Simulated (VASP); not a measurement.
# BaTiO3 (Pm-3m) in VASP: further runs, part 2 of 2

VASP 6.6.1. Earlier steps stand in the parts before.

### Step 3. Electric field gradients, LDA (volume scaled by 1.04)

Contents of INCAR:

```
PREC = Accurate
ENCUT = 520
EDIFF = 1E-8
ISMEAR = -1
SIGMA = 0.05
LREAL = F
LASPH = T
NELM = 80
ALGO = Normal
ISIF = 2
LWAVE = F
LCHARG = F
LEFG = T
NBANDS = 28
```

Contents of KPOINTS:

```
Automatic mesh
0
Gamma
  8 8 8
```

Contents of POSCAR:

```
BaTiO3
1.0
    4.0600336789      0.0000000000      0.0000000000
    0.0000000000      4.0600336789      0.0000000000
    0.0000000000      0.0000000000      4.0600336789
Ba Ti O
1 1 3
Direct
    0.5000000000      0.5000000000      0.5000000000
    0.0000000000      0.0000000000      0.0000000000
    0.5000000000      0.0000000000      0.0000000000
    0.0000000000      0.5000000000      0.0000000000
    0.0000000000      0.0000000000      0.5000000000
```

Potentials or basis: VASP PAW LDA potentials, release 64 (Ba_sv, Ti_sv, O).

Command:

```console
$ cat potpaw_LDA.64/Ba_sv/POTCAR potpaw_LDA.64/Ti_sv/POTCAR potpaw_LDA.64/O/POTCAR > POTCAR
$ mpirun -np 1 vasp_std > vasp.out
```

OUTCAR:

```text
PREC = Accurate
   ENCUT = 520
   EDIFF = 1E-8
   ISMEAR = -1
   LREAL = F
   LASPH = T
   NELM = 80
   ISIF = 2

 ion  position               nearest neighbor table
   1  0.500  0.500  0.500-   3 2.87   4 2.87   5 2.87   3 2.87   4 2.87   3 2.87   5 2.87   3 2.87
                             4 2.87   5 2.87   4 2.87   5 2.87   2 3.52   2 3.52   2 3.52   2 3.52
   2  0.000  0.000  0.000-   3 2.03   4 2.03   5 2.03   5 2.03   4 2.03   3 2.03   1 3.52   1 3.52
                             1 3.52   1 3.52   1 3.52   1 3.52   1 3.52   1 3.52
   3  0.500  0.000  0.000-   2 2.03   2 2.03   1 2.87   1 2.87   1 2.87   1 2.87
   4  0.000  0.500  0.000-   2 2.03   2 2.03   1 2.87   1 2.87   1 2.87   1 2.87
   5  0.000  0.000  0.500-   2 2.03   2 2.03   1 2.87   1 2.87   1 2.87   1 2.87

  LATTYP: Found a simple cubic cell.
 ALAT       =     4.0600336789

  Lattice vectors:

 A1 = (   4.0600336789,   0.0000000000,   0.0000000000)
 A2 = (   0.0000000000,   4.0600336789,   0.0000000000)
 A3 = (   0.0000000000,   0.0000000000,   4.0600336789)

Analysis of symmetry for initial positions (statically):
=====================================================================
 Subroutine PRICEL returns:
 Original cell was already a primitive cell.

 Routine SETGRP: Setting up the symmetry group for a
 simple cubic supercell.

 Subroutine GETGRP returns: Found 48 space group operations
 (whereof 48 operations were pure point group operations)
 out of a pool of 48 trial point group operations.

The static configuration has the point symmetry O_h .

Analysis of symmetry for dynamics (positions and initial velocities):
=====================================================================
 Subroutine PRICEL returns:
 Original cell was already a primitive cell.

 Routine SETGRP: Setting up the symmetry group for a
 simple cubic supercell.

 Subroutine GETGRP returns: Found 48 space group operations
 (whereof 48 operations were pure point group operations)
 out of a pool of 48 trial point group operations.

The dynamic configuration has the point symmetry O_h .

 Subroutine INISYM returns: Found 48 space group operations
 (whereof 48 operations are pure point group operations),
 and found     1 'primitive' translations

----------------------------------------------------------------------------------------

                                     Primitive cell

  volume of cell :      66.9251

  direct lattice vectors                    reciprocal lattice vectors
     4.060033679  0.000000000  0.000000000     0.246303376  0.000000000  0.000000000
     0.000000000  4.060033679  0.000000000     0.000000000  0.246303376  0.000000000
     0.000000000  0.000000000  4.060033679     0.000000000  0.000000000  0.246303376

  length of vectors
     4.060033679  4.060033679  4.060033679     0.246303376  0.246303376  0.246303376

  position of ions in fractional coordinates (direct lattice)
     0.500000000  0.500000000  0.500000000
     0.000000000  0.000000000  0.000000000
     0.500000000  0.000000000  0.000000000
[... 95 lines left out ...]
   EMIN   =  10.00;   EMAX   =-10.00  energy-range for DOS
   EFERMI =   0.00;   METHOD = LEGACY
   ISMEAR =    -1;   SIGMA  =   0.05  broadening in eV -4-tet -1-fermi 0-gaus
   EFERMI_NEDOS =   21; number of points for ismear=-14 and -15
   IALGO  =     38    algorithm
   IMIX   =      4    mixing-type and parameters
     AMIX     =   0.40;   BMIX     =  1.00
     AMIX_MAG =   1.60;   BMIX_MAG =  1.00
  volume/ion in A,a.u.               =      13.39        90.33
  Fermi-wavevector in a.u.,A,eV,Ry     =   1.379003  2.605938 25.873507  1.901649
  Thomas-Fermi vector in A             =   2.504012
   LORBIT       =      0    0 simple, 1 ext, 2 COOP (PROOUT), +10 PAW based schemes
   GGA     = CA    functional components
   LHFCALC =     F    Hartree Fock is set to
   AEXX    =    0.0000 exact exchange contribution
   IVDW    =     0    specifies the selected vdW correction
   LEPSILON=     F    determine dielectric tensor
   LRPA    =     F    only Hartree local field effects (RPA)
 non-spin polarized calculation
  energy-cutoff  :      520.00
  volume of cell :       66.93
 maximum number of plane-waves:      1856
   NGX = 15   NGY = 15   NGZ = 15

 number of electron      39.9999981 magnetization

 Free energy of the ion-electron system (eV)
  ---------------------------------------------------
  ext. energy  EPLUGINS =         0.00000000
  ---------------------------------------------------
  free energy    TOTEN  =       -43.93095231 eV

  energy without entropy =      -43.93095230  energy(sigma->0) =      -43.93095230

 E-fermi :   3.9968     XC(G=0): -11.5198

 val. band max:        3.1925123245   @ k =   0.5000   0.5000   0.5000
 cond. band min:       4.7695247306   @ k =   0.0000   0.0000   0.0000
 fundamental gap:      1.5770124061
 Fermi energy:         3.9967772369

 k-point     1 :       0.0000    0.0000    0.0000
  band No.  band energies     occupation
      1     -52.8664      2.00000
      2     -29.4576      2.00000
      3     -29.4576      2.00000
      4     -29.4576      2.00000
      5     -21.5628      2.00000
      6     -13.2871      2.00000
[... 733 lines left out ...]
     27      11.0824      0.00000
     28      11.8727      0.00000

 [... further k-points ...]
[... 5 lines left out ...]
  --------------------------------------------------------------------------------------
  -------------------------------------------------------------------------------------
  Total       -5.4800968     -5.4800968     -5.4800968      0.0000000     -0.0000000      0.0000000
  in kB     -131.1927717   -131.1927717   -131.1927717      0.0000000     -0.0000000      0.0000000
  external PRESSURE =    -131.1927717 kB  Pullay stress =       0.0000000 kB

 VOLUME and BASIS-vectors are now :
 -----------------------------------------------------------------------------
  energy-cutoff  :      520.00
  volume of cell :       66.93
      direct lattice vectors                 reciprocal lattice vectors
     4.060033679  0.000000000  0.000000000     0.246303376  0.000000000  0.000000000
     0.000000000  4.060033679  0.000000000     0.000000000  0.246303376  0.000000000
     0.000000000  0.000000000  4.060033679     0.000000000  0.000000000  0.246303376

 POSITION                                       TOTAL-FORCE (eV/Angst)
 -----------------------------------------------------------------------------------
      2.03002      2.03002      2.03002         0.000000      0.000000      0.000000
      0.00000      0.00000      0.00000         0.000000      0.000000      0.000000
      2.03002      0.00000      0.00000         0.000000      0.000000      0.000000
      0.00000      2.03002      0.00000         0.000000      0.000000      0.000000
      0.00000      0.00000      2.03002         0.000000      0.000000      0.000000
 -----------------------------------------------------------------------------------
    total drift:                                0.000000     -0.000000      0.000000

  FREE ENERGIE OF THE ION-ELECTRON SYSTEM (eV)
  ---------------------------------------------------
  free  energy   TOTEN  =       -43.9309523101 eV

  energy  without entropy=      -43.9309522979  energy(sigma->0) =      -43.93095230

 Electric field gradients (V/A^2)
---------------------------------------------------------------------
 ion       V_xx      V_yy      V_zz      V_xy      V_xz      V_yz
---------------------------------------------------------------------
   1       0.000    -0.000    -0.000     0.000    -0.000     0.000
   2       0.000     0.000     0.000     0.000    -0.000    -0.000
   3      25.082   -12.541   -12.541    -0.000     0.000     0.000
   4     -12.541    25.082   -12.541    -0.000     0.000     0.000
   5     -12.541   -12.541    25.082     0.000     0.000     0.000
---------------------------------------------------------------------

 Electric field gradients after diagonalization (V/A^2)
 (convention: |V_zz| > |V_xx| > |V_yy|)
----------------------------------------------------------------------
 ion       V_xx      V_yy      V_zz     asymmetry (V_yy - V_xx)/ V_zz
----------------------------------------------------------------------
   1      -0.000     0.000    -0.000      -0.098
   2       0.000     0.000     0.000      -0.210
   3     -12.541   -12.541    25.082       0.000
   4     -12.541   -12.541    25.082       0.000
   5     -12.541   -12.541    25.082       0.000
----------------------------------------------------------------------

           NMR quadrupolar parameters

 Cq : quadrupolar parameter    Cq=e*Q*V_zz/h
 eta: asymmetry parameters     (V_yy - V_xx)/ V_zz
 Q  : nuclear electric quadrupole moment in mb (millibarn)
----------------------------------------------------------------------
 ion       Cq(MHz)       eta       Q (mb)
----------------------------------------------------------------------
   1      -0.000      -0.098       1.000
   2       0.000      -0.210       1.000
   3       0.061       0.000       1.000
   4       0.061       0.000       1.000
   5       0.061       0.000       1.000
----------------------------------------------------------------------
```

Wall time 74 s (1 thread of Intel Xeon Platinum 8488C (Sapphire Rapids), shared host); peak memory 0.19 GiB.

Results:

```
Free energy            : -43.9310 eV
Pressure               : -13.1 GPa
Band gap on the k mesh : 1.58 eV, indirect (least direct gap 1.76 eV)
```

Electric field gradients, principal values (V/Å²):
```csv
atom,least,middle,greatest (by size)
1 Ba,0.000,0.000,0.000
2 Ti,0.000,0.000,0.000
3 O,-12.541,-12.541,25.082
4 O,-12.541,-12.541,25.082
5 O,-12.541,-12.541,25.082
```

Caveat: without QUAD_EFG the Cq values of the log hold for a quadrupole moment of 1 mb, not for the nuclei; spin-orbit coupling is left out, which moves the levels of the heavy elements.
